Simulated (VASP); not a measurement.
A run of VASP 6.6.1 is set up as follows.

The input INCAR:

```
SYSTEM = AlN
ALGO = Normal
EDIFF = 1E-6
EDIFFG = -0.001
ENCUT = 600
GGA = CA
IBRION = 2
ISIF = 3
ISMEAR = 0
LASPH = .True.
LCHARG = .False.
LREAL = .False.
LWAVE = .False.
NELM = 60
NSW = 80
PREC = Accurate
PSTRESS = 40.0
SIGMA = 0.01
```

KPOINTS

```
k-points
0
Gamma
  10 10 10
  0 0 0
```

POSCAR

```
AlN
1.0
    0.0000000000      2.1711406870      2.1711406870
    2.1711406870      0.0000000000      2.1711406870
    2.1711406870      2.1711406870      0.0000000000
Al N
1 1
Direct
    0.0000000000      0.0000000000      0.0000000000
    0.7500000000      0.7500000000      0.7500000000
```

Potentials or basis: VASP PAW LDA potentials, release 64 (Al, N).

The run is started by

```sh
$ cat potpaw_LDA.64/Al/POTCAR potpaw_LDA.64/N/POTCAR > POTCAR
$ mpirun -np 1 vasp_std > vasp.out
```

(1) Predict the band gap on the k mesh.

(2) Estimate the relaxed cell.

(3) Predict the relaxed volume.

Answers

(1) 3.24 eV, indirect (least direct gap 4.54 eV).

(2) a = 3.054 Å, b = 3.054 Å, c = 3.054 Å, α = 60.00°, β = 60.00°, γ = 60.00°.

(3) 10.08 Å³/atom.

Caveat: the cell is relaxed towards a set pressure, so the enthalpy falls and the energy may rise.
